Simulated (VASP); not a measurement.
# MgI2 (P-3m1) in VASP: further runs, part 2 of 2

VASP 6.6.1.

## (3) Electric field gradients, PBEsol (volume scaled by 0.98)

INCAR

```
ALGO     = Normal         # electronic algorithm
EDIFF    = 1E-8           # SCF threshold, eV
ENCUT    = 520            # plane-wave cutoff, eV
GGA      = PS             # functional
ISIF     = 2              # what is computed and relaxed
ISMEAR   = -1             # smearing method
LASPH    = T              # aspherical terms in the spheres
LCHARG   = F              # write CHGCAR
LEFG     = T            
LREAL    = F              # projectors in reciprocal space
LWAVE    = F              # write WAVECAR
NBANDS   = 15             # bands
NELM     = 60             # most SCF steps
PREC     = Accurate       # precision mode
SIGMA    = 0.03           # smearing width, eV
```

KPOINTS

```
k-points
0
Gamma
  7 7 4
```

POSCAR

```
MgI2
1.0
    4.1258220994      0.0000000000      0.0000000000
   -2.0629110497      3.5730667495      0.0000000000
    0.0000000000      0.0000000000      6.8159449211
Mg I
1 2
Direct
    0.0000000000      0.0000000000      0.0000000000
    0.3333333333      0.6666666667      0.7576300000
    0.6666666667      0.3333333333      0.2423700000
```

Potentials or basis: VASP PAW PBE potentials, release 64 (Mg, I).

Run with:

```console
cat potpaw_PBE.64/Mg/POTCAR potpaw_PBE.64/I/POTCAR > POTCAR
mpirun -np 1 vasp_std > vasp.out
```

OUTCAR:

```text
EDIFF = 1E-8
   ENCUT = 520
   GGA = PS
   ISIF = 2
   ISMEAR = -1
   LASPH = T
   LREAL = F
   NELM = 60
   PREC = Accurate

 ion  position               nearest neighbor table
   1  0.000  0.000  0.000-   2 2.90   3 2.90   2 2.90   3 2.90   3 2.90   2 2.90
   2  0.333  0.667  0.758-   1 2.90   1 2.90   1 2.90
   3  0.667  0.333  0.242-   1 2.90   1 2.90   1 2.90

  LATTYP: Found a hexagonal cell.
 ALAT       =     4.1258220994
 C/A-ratio  =     1.6520210414

  Lattice vectors:

 A1 = (   4.1258220994,   0.0000000000,   0.0000000000)
 A2 = (  -2.0629110497,   3.5730667495,   0.0000000000)
 A3 = (   0.0000000000,   0.0000000000,   6.8159449211)

Analysis of symmetry for initial positions (statically):
=====================================================================
 Subroutine PRICEL returns:
 Original cell was already a primitive cell.

 Routine SETGRP: Setting up the symmetry group for a
 hexagonal supercell.

 Subroutine GETGRP returns: Found 12 space group operations
 (whereof 12 operations were pure point group operations)
 out of a pool of 24 trial point group operations.
[... 9 lines left out ...]
 hexagonal supercell.

 Subroutine GETGRP returns: Found 12 space group operations
 (whereof 12 operations were pure point group operations)
 out of a pool of 24 trial point group operations.

The dynamic configuration has the point symmetry D_3d.

 Subroutine INISYM returns: Found 12 space group operations
 (whereof 12 operations are pure point group operations),
 and found     1 'primitive' translations

----------------------------------------------------------------------------------------

                                     Primitive cell

  volume of cell :     100.4796

  direct lattice vectors                    reciprocal lattice vectors
     4.125822099  0.000000000  0.000000000     0.242375938  0.139935813  0.000000000
    -2.062911050  3.573066750  0.000000000     0.000000000  0.279871626  0.000000000
     0.000000000  0.000000000  6.815944921     0.000000000  0.000000000  0.146714801

  length of vectors
     4.125822099  4.125822099  6.815944921     0.279871626  0.279871626  0.146714801

  position of ions in fractional coordinates (direct lattice)
     0.000000000  0.000000000  0.000000000
     0.333333333  0.666666667  0.757630000
     0.666666667  0.333333333  0.242370000

  ion indices of the primitive-cell ions
   primitive index   ion index
                 1           1
                 2           2
                 3           3

----------------------------------------------------------------------------------------

 KPOINTS: k-points

Automatic generation of k-mesh.
 Grid dimensions read from file:
 generate k-points for:    7    7    4

 Generating k-lattice:

  Cartesian coordinates                     Fractional coordinates (reciprocal lattice)
     0.034625134  0.019990830  0.000000000     0.142857143  0.000000000  0.000000000
     0.000000000  0.039981661  0.000000000     0.000000000  0.142857143  0.000000000
[... 75 lines left out ...]
   IALGO  =     38    algorithm
   IMIX   =      4    mixing-type and parameters
     AMIX     =   0.40;   BMIX     =  1.00
     AMIX_MAG =   1.60;   BMIX_MAG =  1.00
  volume/ion in A,a.u.               =      33.49       226.02
  Fermi-wavevector in a.u.,A,eV,Ry     =   0.887338  1.676825 10.712794  0.787368
  Thomas-Fermi vector in A             =   2.008623
   LORBIT       =      0    0 simple, 1 ext, 2 COOP (PROOUT), +10 PAW based schemes
   GGA     = PS    functional components
   LHFCALC =     F    Hartree Fock is set to
   AEXX    =    0.0000 exact exchange contribution
   IVDW    =     0    specifies the selected vdW correction
   LEPSILON=     F    determine dielectric tensor
   LRPA    =     F    only Hartree local field effects (RPA)
 non-spin polarized calculation
  energy-cutoff  :      520.00
  volume of cell :      100.48
 maximum number of plane-waves:      2743
 NGX is ok and might be reduce to    32
   NGX = 15   NGY = 15   NGZ = 25

 number of electron      16.0000001 magnetization

 Free energy of the ion-electron system (eV)
  ---------------------------------------------------
  ext. energy  EPLUGINS =         0.00000000
  ---------------------------------------------------
  free energy    TOTEN  =        -8.41894256 eV

  energy without entropy =       -8.41894256  energy(sigma->0) =       -8.41894256

 E-fermi :   3.0668     XC(G=0):  -8.4584

 val. band max:        2.4282521603   @ k =   0.0000   0.0000   0.0000
 cond. band min:       5.9006013153   @ k =   0.4286   0.0000   0.2500
 fundamental gap:      3.4723491550
 Fermi energy:         3.0667918951

 k-point     1 :       0.0000    0.0000    0.0000
  band No.  band energies     occupation
      1      -9.8015      2.00000
      2      -9.0424      2.00000
      3      -1.2651      2.00000
      4       1.9277      2.00000
      5       1.9277      2.00000
      6       2.3341      2.00000
      7       2.3341      2.00000
      8       2.4283      2.00000
      9       6.0786      0.00000
     10       7.0512      0.00000
     11       9.0650      0.00000
     12       9.0650      0.00000
     13       9.7924      0.00000
     14      10.4856      0.00000
[... 401 lines left out ...]
      2      -8.8914      2.00000
      3      -1.3299      2.00000
      4      -0.8488      2.00000
      5       1.1707      2.00000
      6       1.2060      2.00000
      7       1.5535      2.00000
      8       1.7035      2.00000
      9       5.9934      0.00000
     10       7.4872      0.00000
     11       8.1084      0.00000
     12       8.4788      0.00000
     13      10.1496      0.00000
     14      12.2179      0.00000
     15      12.4756      0.00000

 [... further k-points ...]
[... 5 lines left out ...]
  --------------------------------------------------------------------------------------
  -------------------------------------------------------------------------------------
  Total        0.1851698      0.1851698      0.4199328      0.0000000      0.0000000      0.0000000
  in kB        2.9525893      2.9525893      6.6959580      0.0000000      0.0000000      0.0000000
  external PRESSURE =       4.2003789 kB  Pullay stress =       0.0000000 kB

 VOLUME and BASIS-vectors are now :
 -----------------------------------------------------------------------------
  energy-cutoff  :      520.00
  volume of cell :      100.48
      direct lattice vectors                 reciprocal lattice vectors
     4.125822099  0.000000000  0.000000000     0.242375938  0.139935813  0.000000000
    -2.062911050  3.573066750  0.000000000     0.000000000  0.279871626  0.000000000
     0.000000000  0.000000000  6.815944921     0.000000000  0.000000000  0.146714801

 POSITION                                       TOTAL-FORCE (eV/Angst)
 -----------------------------------------------------------------------------------
      0.00000      0.00000      0.00000         0.000000     -0.000000      0.000000
     -0.00000      2.38204      5.16396        -0.000000     -0.000000     -0.061264
      2.06291      1.19102      1.65198         0.000000      0.000000      0.061264
 -----------------------------------------------------------------------------------
    total drift:                               -0.000000      0.000000     -0.000000

  FREE ENERGIE OF THE ION-ELECTRON SYSTEM (eV)
  ---------------------------------------------------
  free  energy   TOTEN  =        -8.4189425600 eV

  energy  without entropy=       -8.4189425600  energy(sigma->0) =       -8.41894256

 Electric field gradients (V/A^2)
---------------------------------------------------------------------
 ion       V_xx      V_yy      V_zz      V_xy      V_xz      V_yz
---------------------------------------------------------------------
   1      -0.124    -0.124     0.248    -0.000    -0.000     0.000
   2      24.499    24.499   -48.998    -0.000     0.000    -0.000
   3      24.499    24.499   -48.998    -0.000     0.000    -0.000
---------------------------------------------------------------------

 Electric field gradients after diagonalization (V/A^2)
 (convention: |V_zz| > |V_xx| > |V_yy|)
----------------------------------------------------------------------
 ion       V_xx      V_yy      V_zz     asymmetry (V_yy - V_xx)/ V_zz
----------------------------------------------------------------------
   1      -0.124    -0.124     0.248       0.000
   2      24.499    24.499   -48.998       0.000
   3      24.499    24.499   -48.998       0.000
----------------------------------------------------------------------

           NMR quadrupolar parameters

 Cq : quadrupolar parameter    Cq=e*Q*V_zz/h
 eta: asymmetry parameters     (V_yy - V_xx)/ V_zz
 Q  : nuclear electric quadrupole moment in mb (millibarn)
----------------------------------------------------------------------
 ion       Cq(MHz)       eta       Q (mb)
----------------------------------------------------------------------
   1       0.001       0.000       1.000
   2      -0.118       0.000       1.000
   3      -0.118       0.000       1.000
----------------------------------------------------------------------
```

It took 20 s on 1 thread of Intel Xeon 6975P-C (Granite Rapids), shared host; peak memory 0.23 GiB.

Results:

- Free energy: -8.4189 eV
- Pressure: 0.4 GPa
- Largest force: 0.061 eV/Å
- Band gap on the k mesh: 3.47 eV, indirect (least direct gap 3.65 eV)

Forces on the atoms (eV/Å):
```
Mg   0.000  0.000  0.000
I    0.000  0.000 -0.061
I    0.000  0.000  0.061
```

Electric field gradients, principal values (V/Å²):
```csv
atom,least,middle,greatest (by size)
1 Mg,-0.124,-0.124,0.248
2 I,24.499,24.499,-48.998
3 I,24.499,24.499,-48.998
```

Caveat: without QUAD_EFG the Cq values of the log hold for a quadrupole moment of 1 mb, not for the nuclei; the PAW data sets were made with another functional, which shifts forces and pressure a little; spin-orbit coupling is left out, which moves the levels of the heavy elements; this functional lacks dispersion, which binds the layers, so the pressure and a relaxed spacing across them are unreliable. A k mesh can miss the band edges.

## (4) Electric field gradients, PBEsol (volume scaled by 0.98)

INCAR

```
SYSTEM = MgI2
  PREC = Accurate
  ENCUT = 520
  EDIFF = 1E-8
  ISMEAR = -1
  SIGMA = 0.03
  LREAL = .False.
  LASPH = .True.
  NELM = 100
  ALGO = Normal
  ISIF = 2
  LWAVE = .False.
  LCHARG = .False.
  GGA = PS
  LEFG = .True.
  NBANDS = 15
```

KPOINTS

```
regular mesh
0
Gamma
  7 7 4
  0 0 0
```

POSCAR is that of step 3.

Potentials or basis: VASP PAW PBE potentials, release 64 (Mg, I).

Run with:

```console
cat potpaw_PBE.64/Mg/POTCAR potpaw_PBE.64/I/POTCAR > POTCAR
mpirun -np 1 vasp_std > vasp.out
```

OUTCAR:

```text
SYSTEM = MgI2
   PREC = Accurate
   ENCUT = 520
   EDIFF = 1E-8
   ISMEAR = -1
   LREAL = .False.
   LASPH = .True.
   NELM = 100
   ISIF = 2
   GGA = PS

 ion  position               nearest neighbor table
   1  0.000  0.000  0.000-   2 2.90   3 2.90   2 2.90   3 2.90   3 2.90   2 2.90
   2  0.333  0.667  0.758-   1 2.90   1 2.90   1 2.90
   3  0.667  0.333  0.242-   1 2.90   1 2.90   1 2.90

  LATTYP: Found a hexagonal cell.
 ALAT       =     4.1258220994
 C/A-ratio  =     1.6520210414

  Lattice vectors:

 A1 = (   4.1258220994,   0.0000000000,   0.0000000000)
 A2 = (  -2.0629110497,   3.5730667495,   0.0000000000)
 A3 = (   0.0000000000,   0.0000000000,   6.8159449211)

Analysis of symmetry for initial positions (statically):
=====================================================================
 Subroutine PRICEL returns:
 Original cell was already a primitive cell.

 Routine SETGRP: Setting up the symmetry group for a
 hexagonal supercell.

 Subroutine GETGRP returns: Found 12 space group operations
 (whereof 12 operations were pure point group operations)
 out of a pool of 24 trial point group operations.
[... 9 lines left out ...]
 hexagonal supercell.

 Subroutine GETGRP returns: Found 12 space group operations
 (whereof 12 operations were pure point group operations)
 out of a pool of 24 trial point group operations.

The dynamic configuration has the point symmetry D_3d.

 Subroutine INISYM returns: Found 12 space group operations
 (whereof 12 operations are pure point group operations),
[... 165 lines left out ...]
     11       9.0650      0.00000
     12       9.0650      0.00000
     13       9.7924      0.00000
     14      10.4856      0.00000
[... 401 lines left out ...]
      2      -8.8914      2.00000
      3      -1.3299      2.00000
      4      -0.8488      2.00000
      5       1.1707      2.00000
      6       1.2060      2.00000
      7       1.5535      2.00000
      8       1.7035      2.00000
      9       5.9934      0.00000
     10       7.4872      0.00000
     11       8.1084      0.00000
     12       8.4788      0.00000
     13      10.1496      0.00000
     14      12.2179      0.00000
     15      12.4756      0.00000

 [... further k-points ...]
[... 5 lines left out ...]
  --------------------------------------------------------------------------------------
  -------------------------------------------------------------------------------------
  Total        0.1851698      0.1851698      0.4199328      0.0000000      0.0000000      0.0000000
  in kB        2.9525893      2.9525893      6.6959580      0.0000000      0.0000000      0.0000000
  external PRESSURE =       4.2003789 kB  Pullay stress =       0.0000000 kB

 VOLUME and BASIS-vectors are now :
 -----------------------------------------------------------------------------
  energy-cutoff  :      520.00
  volume of cell :      100.48
      direct lattice vectors                 reciprocal lattice vectors
     4.125822099  0.000000000  0.000000000     0.242375938  0.139935813  0.000000000
    -2.062911050  3.573066750  0.000000000     0.000000000  0.279871626  0.000000000
     0.000000000  0.000000000  6.815944921     0.000000000  0.000000000  0.146714801

 POSITION                                       TOTAL-FORCE (eV/Angst)
 -----------------------------------------------------------------------------------
      0.00000      0.00000      0.00000         0.000000     -0.000000      0.000000
     -0.00000      2.38204      5.16396        -0.000000     -0.000000     -0.061264
      2.06291      1.19102      1.65198         0.000000      0.000000      0.061264
 -----------------------------------------------------------------------------------
    total drift:                               -0.000000      0.000000     -0.000000

  FREE ENERGIE OF THE ION-ELECTRON SYSTEM (eV)
  ---------------------------------------------------
  free  energy   TOTEN  =        -8.4189425600 eV

  energy  without entropy=       -8.4189425600  energy(sigma->0) =       -8.41894256

 Electric field gradients (V/A^2)
---------------------------------------------------------------------
 ion       V_xx      V_yy      V_zz      V_xy      V_xz      V_yz
---------------------------------------------------------------------
   1      -0.124    -0.124     0.248    -0.000    -0.000     0.000
   2      24.499    24.499   -48.998    -0.000     0.000    -0.000
   3      24.499    24.499   -48.998    -0.000     0.000    -0.000
---------------------------------------------------------------------

 Electric field gradients after diagonalization (V/A^2)
 (convention: |V_zz| > |V_xx| > |V_yy|)
----------------------------------------------------------------------
 ion       V_xx      V_yy      V_zz     asymmetry (V_yy - V_xx)/ V_zz
----------------------------------------------------------------------
   1      -0.124    -0.124     0.248       0.000
   2      24.499    24.499   -48.998       0.000
   3      24.499    24.499   -48.998       0.000
----------------------------------------------------------------------

           NMR quadrupolar parameters

 Cq : quadrupolar parameter    Cq=e*Q*V_zz/h
 eta: asymmetry parameters     (V_yy - V_xx)/ V_zz
 Q  : nuclear electric quadrupole moment in mb (millibarn)
----------------------------------------------------------------------
 ion       Cq(MHz)       eta       Q (mb)
----------------------------------------------------------------------
   1       0.001       0.000       1.000
   2      -0.118       0.000       1.000
   3      -0.118       0.000       1.000
----------------------------------------------------------------------
```

stdout:

```text
POSCAR found type information on POSCAR MgI
 POSCAR found :  2 types and       3 ions
 scaLAPACK will be used
 -----------------------------------------------------------------------------
|                                                                             |
|                                                                             |
|     You enforced a specific xc type in the INCAR file but a different       |
|     I HOPE YOU KNOW WHAT YOU ARE DOING!                                     |
|                                                                             |
 -----------------------------------------------------------------------------

 LDA part: xc-table for (Slater+PW92), standard interpolation
 POSCAR, INCAR and KPOINTS ok, starting setup
 FFT: planning ... GRIDC
 FFT: planning ... GRID_SOFT
 FFT: planning ... GRID
 WAVECAR not read
 entering main loop
ion   1

ion   2

ion   3
```

It took 21 s on 1 thread of Intel Xeon 6975P-C (Granite Rapids), shared host; peak memory 0.23 GiB.

What came out:

| Quantity | Value |
| --- | --- |
| Free energy | -8.4189 eV |
| Pressure | 0.4 GPa |
| Largest force | 0.061 eV/Å |
| Band gap on the k mesh | 3.47 eV, indirect (least direct gap 3.65 eV) |

Forces in eV/Å, atoms in the order of the input:
```
Mg   0.000  0.000  0.000
I    0.000  0.000 -0.061
I    0.000  0.000  0.061
```

Electric field gradients, principal values (V/Å²):
| atom | least | middle | greatest (by size) |
| --- | --- | --- | --- |
| 1 Mg | -0.124 | -0.124 | 0.248 |
| 2 I | 24.499 | 24.499 | -48.998 |
| 3 I | 24.499 | 24.499 | -48.998 |

Caveat: without QUAD_EFG the Cq values of the log hold for a quadrupole moment of 1 mb, not for the nuclei; the PAW data sets were made with another functional, which shifts forces and pressure a little; spin-orbit coupling is left out, which moves the levels of the heavy elements; this functional lacks dispersion, which binds the layers, so the pressure and a relaxed spacing across them are unreliable. A k mesh can miss the band edges.
